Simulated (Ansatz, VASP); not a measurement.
**One calculation of SnTe, two programs**

File INCAR:

```
SYSTEM = SnTe
ALGO = Normal
EDIFF = 1E-6
ENCUT = 520
GGA = PE
GGA_COMPAT = .False.
ISIF = 2
ISMEAR = -1
LASPH = .True.
LCHARG = .True.
LORBIT = 11
LORBMOM = .True.
LREAL = .False.
LSORBIT = .True.
LVHAR = .True.
LWAVE = .False.
MAGMOM = 0 0 0 0 0 0
NBANDS = 32
NELM = 150
PREC = Accurate
SIGMA = 0.05
```

The input KPOINTS:

```
k-points
0
Gamma
  5 5 5
  0 0 0
```

POSCAR

```
SnTe
1.0
    0.0000000000      3.1508500000      3.1508500000
    3.1508500000      0.0000000000      3.1508500000
    3.1508500000      3.1508500000      0.0000000000
Te Sn
1 1
Direct
    0.5000000000      0.5000000000      0.5000000000
    0.0000000000      0.0000000000      0.0000000000
```

input.yaml

```yaml
crystal:
  lattice:
    - [0.0, 3.15085, 3.15085]
    - [3.15085, 0.0, 3.15085]
    - [3.15085, 3.15085, 0.0]
  atoms:
    - { symbol: Te, position: [0.5, 0.5, 0.5] }
    - { symbol: Sn, position: [0.0, 0.0, 0.0] }
kpoints:
  mp_grid: { grid: [5, 5, 5] }
  band_path:
    path:
      - [0.0, 0.0, 0.0]
      - [0.5, 0.0, 0.5]
      - [0.5, 0.25, 0.75]
      - [0.375, 0.375, 0.75]
      - [0.0, 0.0, 0.0]
      - [0.5, 0.5, 0.5]
      - [0.625, 0.25, 0.625]
      - [0.5, 0.25, 0.75]
    npoints: 6
scf:
  occupations: { method: fermi_dirac, width: 0.05 }
hamiltonian:
  xc: pbe
  pseudopotentials: { kind: all_electron, lapw: { basis_error: 0.001 } }
magnetization:
  noncollinear: true
  spin_orbit: true
output:
  forces: true
  stress: true
  eigenvalues: true
```

Alike in both runs: functional PBE; k mesh 5 × 5 × 5; occupations fermi-dirac, width 0.05 eV; non-collinear spin, spin-orbit coupling.

```csv
,VASP,Ansatz
version,VASP 6.6.1,Ansatz 0.2.0
potentials or method,"VASP PAW PBE potentials, release 64 (Te, Sn_d), cutoff 520 eV","all-electron LAPW, relativistic spinors"
task,single point,band structure
```

```csv
,VASP,Ansatz,Ansatz less VASP
pressure (GPa),2.2,2.2,+0.02
net moment per atom (μB),0.00,0.00,0.000
```

Ansatz ran all-electron here, and VASP with PAW potentials.
